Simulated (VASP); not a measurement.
## SnTe: single point with r2SCAN

SnTe:

```
Sn Te
1.0
     0.00000    3.61115    3.58707
     3.61115    0.00000    3.58707
     3.61115    3.61115    0.00000
Sn Te
1 1
Direct
  0.00000 0.00000 0.00000
  0.75000 0.75000 0.75000
```

```
Program                : VASP 6.6.1
Task                   : single point
Functional             : r2SCAN
Potentials or basis    : VASP PAW PBE potentials, release 64 (Sn_d, Te)
Cutoff                 : 520 eV
k mesh                 : 6 × 6 × 6
Occupations            : fermi-dirac, width 0.05 eV
Spin                   : no spin polarisation
Dipole correction      : no
Further INCAR settings : ALGO = Normal; EDIFF = 1e-07; NBANDS = 17
```

```yaml
Pressure: -0.4 GPa
Band_gap_on_the_k_mesh: 0.31 eV (least direct gap 0.88 eV)
```

Levels at points of the mesh, in eV from the valence-band top:
```tsv
k point	band 8	band 9	band 10	band 11	band 12	band 13
(0.00, 0.00, 0.00)	-2.00	-2.00	-1.97	1.21	1.23	1.23
(0.50, 0.00, 0.00)	-2.56	-2.53	-1.95	2.07	2.08	3.79
(0.50, 0.50, 0.00)	-3.25	-3.25	-0.58	0.31	4.30	4.30
(0.50, 0.00, 0.50)	-3.22	-3.22	-0.55	0.33	4.28	4.30
```

It took 5.7 min on 1 thread of Intel Xeon 8259CL, on a shared host, peak memory 0.28 GiB.

Caveat: semilocal functionals underestimate gaps, and a narrow one can read as zero; the PAW data sets were made with another functional, which shifts forces and pressure a little; spin-orbit coupling is left out, which moves the levels of the heavy elements. A k mesh can miss the band edges.
